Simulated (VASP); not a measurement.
**MgS: single point with PBEsol**

Crystal: MgS.

```
Mg S
1.0
     0.00000    2.53661    2.53661
     2.53661    0.00000    2.53661
     2.53661    2.53661    0.00000
Mg S
1 1
Direct
  0.00000 0.00000 0.00000
  0.50000 0.50000 0.50000
```

This cell differs from its parent crystal: strain -0.025 along x and y, -0.025 along z.

- Program: VASP 6.6.1
- Task: single point
- Functional: PBEsol
- Potentials or basis: VASP PAW PBE potentials, release 64 (Mg, S)
- Cutoff: 520 eV
- k mesh: 8 × 8 × 8
- Occupations: gaussian, width 0.05 eV
- Spin: no spin polarisation

```
Pressure               : 5.5 GPa
Band gap on the k mesh : 2.86 eV, indirect (least direct gap 4.22 eV)
```

Levels at points of the mesh, in eV from the valence-band top:
| k point | band 2 | band 3 | band 4 | band 5 | band 6 | band 7 |
| --- | --- | --- | --- | --- | --- | --- |
| (0.00, 0.00, 0.00) | 0.00 | 0.00 | 0.00 | 4.22 | 7.79 | 7.79 |
| (0.50, 0.00, 0.00) | -5.32 | -0.69 | -0.69 | 4.51 | 6.91 | 6.91 |
| (0.50, 0.50, 0.00) | -4.68 | -1.89 | -1.89 | 2.86 | 4.00 | 12.64 |

Wall time 8.7 s on 1 thread of Intel(R) Xeon(R) Platinum 8488C (Sapphire Rapids), on a shared host, peak memory 0.15 GiB.

Caveat: the cell differs from its parent crystal (strain -0.025 along x and y, -0.025 along z); the PAW data sets were made with another functional, which shifts forces and pressure a little. A k mesh can miss the band edges.
